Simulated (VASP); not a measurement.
# WC (P-6m2) in VASP: notebook, part 2 of 2

VASP 6.6.1. The steps go on from the part before.

### 3 Single point, LDA, non-collinear spin, zero start, spin-orbit coupling

The input, INCAR:

```
SYSTEM = WC
PREC = Accurate ; ENCUT = 520
EDIFF = 1E-6 ; ISMEAR = -1
SIGMA = 0.05 ; LREAL = .FALSE.
LASPH = .TRUE. ; NELM = 150
ALGO = Normal ; ISIF = 2
LWAVE = .FALSE. ; LCHARG = .FALSE.
MAGMOM = 0 0 0 0 0 0 ; LORBIT = 11
LSORBIT = .TRUE. ; GGA_COMPAT = .FALSE.
LORBMOM = .TRUE. ; LMAXMIX = 4
NBANDS = 30
```

The input, KPOINTS:

```
Automatic mesh
0
G
  10 10 9
  0 0 0
```

The input, POSCAR:

```
WC
1.0
    2.9065000000      0.0000000000      0.0000000000
   -1.4532500000      2.5171028361      0.0000000000
    0.0000000000      0.0000000000      2.8366000000
W C
1 1
Direct
    0.0000000000      0.0000000000      0.0000000000
    0.6666666667      0.3333333333      0.5000000000
```

Potentials or basis: VASP PAW LDA potentials, release 64 (W_sv, C).

Started as:

```sh
$ cat potpaw_LDA.64/W_sv/POTCAR potpaw_LDA.64/C/POTCAR > POTCAR
$ mpirun -np 1 vasp_ncl > vasp.out
```

OUTCAR:

```text
SYSTEM = WC
   PREC = Accurate
   ENCUT = 520
   EDIFF = 1E-6
   ISMEAR = -1
   LREAL = .FALSE.
   LASPH = .TRUE.
   NELM = 150
   ISIF = 2
   LORBIT = 11
   LSORBIT = .TRUE.

 ion  position               nearest neighbor table
   1  0.000  0.000  0.000-   2 2.20   2 2.20   2 2.20   2 2.20   2 2.20   2 2.20
   2  0.667  0.333  0.500-   1 2.20   1 2.20   1 2.20   1 2.20   1 2.20   1 2.20

  LATTYP: Found a hexagonal cell.
 ALAT       =     2.9065000000
 C/A-ratio  =     0.9759504559

  Lattice vectors:

 A1 = (   2.9065000000,   0.0000000000,   0.0000000000)
 A2 = (  -1.4532500000,   2.5171028361,   0.0000000000)
 A3 = (   0.0000000000,   0.0000000000,   2.8366000000)

Analysis of symmetry for initial positions (statically):
=====================================================================
 Subroutine PRICEL returns:
 Original cell was already a primitive cell.

 Routine SETGRP: Setting up the symmetry group for a
 hexagonal supercell.

 Subroutine GETGRP returns: Found 12 space group operations
 (whereof 12 operations were pure point group operations)
 out of a pool of 24 trial point group operations.

The static configuration has the point symmetry D_3h.

Analysis of symmetry for dynamics (positions and initial velocities):
=====================================================================
 Subroutine PRICEL returns:
 Original cell was already a primitive cell.

 Routine SETGRP: Setting up the symmetry group for a
 hexagonal supercell.

 Subroutine GETGRP returns: Found 12 space group operations
 (whereof 12 operations were pure point group operations)
 out of a pool of 24 trial point group operations.

The dynamic configuration has the point symmetry D_3h.

Analysis of structural, dynamic, and magnetic symmetry:
=====================================================================
 Subroutine PRICEL returns:
 Original cell was already a primitive cell.

 Routine SETGRP: Setting up the symmetry group for a
 hexagonal supercell.

 Subroutine GETGRP returns: Found 12 space group operations
 (whereof 12 operations were pure point group operations)
 out of a pool of 24 trial point group operations.

The overall configuration has the point symmetry D_3h.

 Subroutine INISYM returns: Found 12 space group operations
 (whereof 12 operations are pure point group operations),
 and found     1 'primitive' translations

----------------------------------------------------------------------------------------

                                     Primitive cell

  volume of cell :      20.7525

  direct lattice vectors                    reciprocal lattice vectors
     2.906500000  0.000000000  0.000000000     0.344056425  0.198641070  0.000000000
    -1.453250000  2.517102836  0.000000000     0.000000000  0.397282139  0.000000000
     0.000000000  0.000000000  2.836600000     0.000000000  0.000000000  0.352534725

  length of vectors
     2.906500000  2.906500000  2.836600000     0.397282139  0.397282139  0.352534725

  position of ions in fractional coordinates (direct lattice)
     0.000000000  0.000000000  0.000000000
     0.666666667  0.333333333  0.500000000

  ion indices of the primitive-cell ions
   primitive index   ion index
[... 933 lines left out ...]
  -------------------------------------------------------------------------------------
  Total       -0.7664443     -0.7664443     -1.0465205      0.0000000      0.0000000      0.0000000
  in kB      -59.1727591    -59.1727591    -80.7958257      0.0000000      0.0000000      0.0000000
  external PRESSURE =     -66.3804480 kB  Pullay stress =       0.0000000 kB

 VOLUME and BASIS-vectors are now :
 -----------------------------------------------------------------------------
  energy-cutoff  :      520.00
  volume of cell :       20.75
      direct lattice vectors                 reciprocal lattice vectors
     2.906500000  0.000000000  0.000000000     0.344056425  0.198641070  0.000000000
    -1.453250000  2.517102836  0.000000000     0.000000000  0.397282139  0.000000000
     0.000000000  0.000000000  2.836600000     0.000000000  0.000000000  0.352534725

 POSITION                                       TOTAL-FORCE (eV/Angst)
 -----------------------------------------------------------------------------------
      0.00000      0.00000      0.00000         0.000000      0.000000      0.000000
      1.45325      0.83903      1.41830         0.000000      0.000000      0.000000
 -----------------------------------------------------------------------------------
    total drift:                               -0.000000      0.000000     -0.000000

  FREE ENERGIE OF THE ION-ELECTRON SYSTEM (eV)
  ---------------------------------------------------
  free  energy   TOTEN  =       -25.4600074393 eV

  energy  without entropy=      -25.4581000076  energy(sigma->0) =      -25.45905372

 orbital moment (x)

 # of ion     p       d       tot
 ----------------------------------------
  1        -0.000   0.000   0.000
  2         0.000   0.000   0.000
 ----------------------------------------
            0.000   0.000   0.000

 orbital moment (y)

 # of ion     p       d       tot
 ----------------------------------------
  1         0.000  -0.000  -0.000
  2        -0.000   0.000  -0.000
 ----------------------------------------
           -0.000  -0.000  -0.000

 orbital moment (z)

 # of ion     p       d       tot
 ----------------------------------------
  1         0.000   0.000   0.000
  2         0.000   0.000   0.000
 ----------------------------------------
            0.000   0.000   0.000

 Spin-Orbit-Coupling matrix elements

 Ion:    1  E_soc:     -1.5088525
 l=   1
     0.0000000    -0.2211515    -0.2254633
    -0.2211515     0.0000000    -0.2211515
    -0.2254633    -0.2211515     0.0000000
 l=   2
     0.0000000    -0.0056138     0.0000000    -0.0056138    -0.0267037
    -0.0056138     0.0000000    -0.0162643    -0.0049726    -0.0056138
     0.0000000    -0.0162643     0.0000000    -0.0162643     0.0000000
    -0.0056138    -0.0049726    -0.0162643     0.0000000    -0.0056138
    -0.0267037    -0.0056138     0.0000000    -0.0056138     0.0000000
 l=   3
     0.0000000     0.0000000     0.0000000     0.0000000     0.0000000     0.0000000     0.0000000
     0.0000000     0.0000000     0.0000000     0.0000000     0.0000000     0.0000000     0.0000000
     0.0000000     0.0000000     0.0000000     0.0000000     0.0000000     0.0000000     0.0000000
     0.0000000     0.0000000     0.0000000     0.0000000     0.0000000     0.0000000     0.0000000
     0.0000000     0.0000000     0.0000000     0.0000000     0.0000000     0.0000000     0.0000000
     0.0000000     0.0000000     0.0000000     0.0000000     0.0000000     0.0000000     0.0000000
     0.0000000     0.0000000     0.0000000     0.0000000     0.0000000     0.0000000     0.0000000

 Ion:    2  E_soc:     -0.0002923
 l=   1
     0.0000000    -0.0000504    -0.0000453
    -0.0000504     0.0000000    -0.0000504
    -0.0000453    -0.0000504     0.0000000
 l=   2
     0.0000000     0.0000000     0.0000000     0.0000000     0.0000000
     0.0000000     0.0000000     0.0000000     0.0000000     0.0000000
     0.0000000     0.0000000     0.0000000     0.0000000     0.0000000
     0.0000000     0.0000000     0.0000000     0.0000000     0.0000000
     0.0000000     0.0000000     0.0000000     0.0000000     0.0000000
 l=   3
     0.0000000     0.0000000     0.0000000     0.0000000     0.0000000     0.0000000     0.0000000
     0.0000000     0.0000000     0.0000000     0.0000000     0.0000000     0.0000000     0.0000000
     0.0000000     0.0000000     0.0000000     0.0000000     0.0000000     0.0000000     0.0000000
     0.0000000     0.0000000     0.0000000     0.0000000     0.0000000     0.0000000     0.0000000
     0.0000000     0.0000000     0.0000000     0.0000000     0.0000000     0.0000000     0.0000000
     0.0000000     0.0000000     0.0000000     0.0000000     0.0000000     0.0000000     0.0000000
     0.0000000     0.0000000     0.0000000     0.0000000     0.0000000     0.0000000     0.0000000

 total charge

# of ion       s       p       d       tot
------------------------------------------
    1        2.351   6.428   3.450  12.229
    2        0.845   1.572   0.000   2.417
--------------------------------------------------
tot          3.196   8.000   3.450  14.646

 magnetization (x)

# of ion       s       p       d       tot
------------------------------------------
    1        0.000   0.000   0.000   0.000
    2        0.000   0.000   0.000   0.000
--------------------------------------------------
tot          0.000   0.000   0.000   0.000

 magnetization (y)

# of ion       s       p       d       tot
------------------------------------------
    1        0.000   0.000  -0.000  -0.000
    2        0.000   0.000   0.000   0.000
--------------------------------------------------
tot          0.000   0.000  -0.000   0.000

 magnetization (z)

# of ion       s       p       d       tot
------------------------------------------
    1        0.000  -0.000   0.000  -0.000
    2        0.000   0.000   0.000   0.000
--------------------------------------------------
tot          0.000  -0.000   0.000  -0.000
```

OSZICAR:

```text
N       E                     dE             d eps       ncg     rms          rms(c)
DAV:   1     0.173303234738E+03    0.17330E+03   -0.93052E+03  6616   0.135E+03
DAV:   2    -0.189188054067E+02   -0.19222E+03   -0.18467E+03  7126   0.426E+02
DAV:   3    -0.284419021691E+02   -0.95231E+01   -0.93469E+01  7844   0.912E+01
DAV:   4    -0.285647075746E+02   -0.12281E+00   -0.12268E+00  7076   0.107E+01
DAV:   5    -0.285656710597E+02   -0.96349E-03   -0.96347E-03  7480   0.106E+00    0.326E+01
DAV:   6    -0.255610455692E+02    0.30046E+01   -0.55026E+00  7610   0.277E+01    0.821E+00
DAV:   7    -0.254991926020E+02    0.61853E-01   -0.62590E-01  6788   0.655E+00    0.653E+00
DAV:   8    -0.254625284582E+02    0.36664E-01   -0.91190E-02  7146   0.232E+00    0.165E+00
DAV:   9    -0.254602668052E+02    0.22617E-02   -0.35701E-03  7102   0.461E-01    0.403E-01
DAV:  10    -0.254600893241E+02    0.17748E-03   -0.10098E-03  7310   0.248E-01    0.103E-01
DAV:  11    -0.254600081921E+02    0.81132E-04   -0.11390E-04  7244   0.141E-01    0.338E-02
DAV:  12    -0.254600074393E+02    0.75277E-06   -0.79614E-06  7300   0.282E-02
   1 F= -.25460007E+02 E0= -.25459054E+02  d E =-.190743E-02  mag=     0.0000    -0.0000     0.0000
```

It took 68 s on 1 thread of AMD EPYC 9R45 (Zen 5), shared host; peak memory 0.21 GiB.

What came out:

```
Free energy                                           : -25.4600 eV
Pressure                                              : -6.6 GPa
Net moment                                            : 0.00 μB per cell
Valence electrons inside the program's atomic spheres : W 12.23; C 2.42
```

Stress tensor (GPa, compression positive):
```
-5.92  0.00  0.00
 0.00 -5.92  0.00
 0.00  0.00 -8.08
```

Moments on the atoms (μB; x, y, z):
```
W   0.00 0.00 0.00
C   0.00 0.00 0.00
```

Caveat: the cell stands under tension.

### 4 Single point, PBE0

POSCAR is that of step 3.

The input, INCAR.step1:

```
  ALGO = Normal
  EDIFF = 1E-5
  ENCUT = 520
  GGA = PE
  ISIF = 2
  ISMEAR = -1
  LASPH = True
  LCHARG = False
  LREAL = False
  LWAVE = True
  NBANDS = 16
  NELM = 80
  PREC = Accurate
  SIGMA = 0.1
```

The input, INCAR.step2:

```
  AEXX = 0.25
  ALGO = Normal
  EDIFF = 1E-6
  ENCUT = 520
  GGA = PE
  ISIF = 2
  ISMEAR = -1
  ISTART = 1
  LASPH = True
  LCHARG = False
  LHFCALC = True
  LREAL = False
  LWAVE = False
  NBANDS = 16
  NELM = 80
  PREC = Accurate
  PRECFOCK = Normal
  SIGMA = 0.1
```

The input, KPOINTS:

```
k-points
0
Gamma
  5 5 5
```

Potentials or basis: VASP PAW PBE potentials, release 64 (W_sv, C).

Started as:

```sh
$ cat potpaw_PBE.64/W_sv/POTCAR potpaw_PBE.64/C/POTCAR > POTCAR
$ cp INCAR.step1 INCAR
$ mpirun -np 1 vasp_std > vasp.out
$ cp INCAR.step2 INCAR
$ mpirun -np 1 vasp_std > vasp.out
```

Run time: 8.9 min. Hardware: 1 thread of Intel Xeon Platinum 8488C (Sapphire Rapids), shared host; peak memory 0.15 GiB.

Results (log left out):

| Quantity | Value |
| --- | --- |
| Free energy | -27.7127 eV |
| Pressure | -3.5 GPa |
| Band gap on the k mesh | zero (bands 9 and 10 overlap by 1.59 eV) |

Stress tensor (GPa, compression positive):
```
-1.75  0.00  0.00
 0.00 -1.75  0.00
 0.00  0.00 -6.86
```

Levels at points of the mesh, in eV from the Fermi level:
```
           k point  band 6  band 7  band 8  band 9  band 10  band 11  band 12  band 13
(0.00, 0.00, 0.00)   -5.66   -4.61   -4.61   -0.67     3.96     3.96     6.62     6.62
```

Caveat: the k points lie up to 0.50 Å⁻¹ apart, too coarse for converged energies and pressures of a metal; the PAW data sets were made with another functional, which shifts forces and pressure a little; spin-orbit coupling is left out, which moves the levels of the heavy elements.

### 5 Overview

```csv
task,level,potentials or basis,spin,U,cell,k mesh,cutoff (eV),smearing,grid for exact exchange (PRECFOCK),share of exact exchange,gap on the mesh (eV),pressure (GPa)
relaxation of cell and atoms,PBEsol+U,"VASP PAW PBE potentials, release 64 (W_sv, C)",off,W d U = 3.5 eV,relaxed,10 × 10 × 9,600,fermi-dirac 0.05 eV,-,-,none,0.0
single point,LDA,"VASP PAW LDA potentials, release 64 (W_sv, C)","non-collinear, zero start, SOC",-,as given,10 × 10 × 9,520,fermi-dirac 0.05 eV,-,-,-,-6.6
single point,PBE0,"VASP PAW PBE potentials, release 64 (W_sv, C)",off,-,as given,5 × 5 × 5,520,fermi-dirac 0.1 eV,Normal,0.25,none,-3.5
```

Caveats: some runs use coarse meshes; the PAW data sets were made with another functional, which shifts forces and pressure a little (at least some runs); spin-orbit coupling is left out, which moves the levels of the heavy elements (at least some runs); U without spin polarisation on a metal has little footing (at least some runs); the U is typed as a test and isn't derived for this compound (at least some runs); the cell stands under tension (at least some runs).

Total energies depend on the potentials used, so only differences within one code and one set of settings carry meaning.
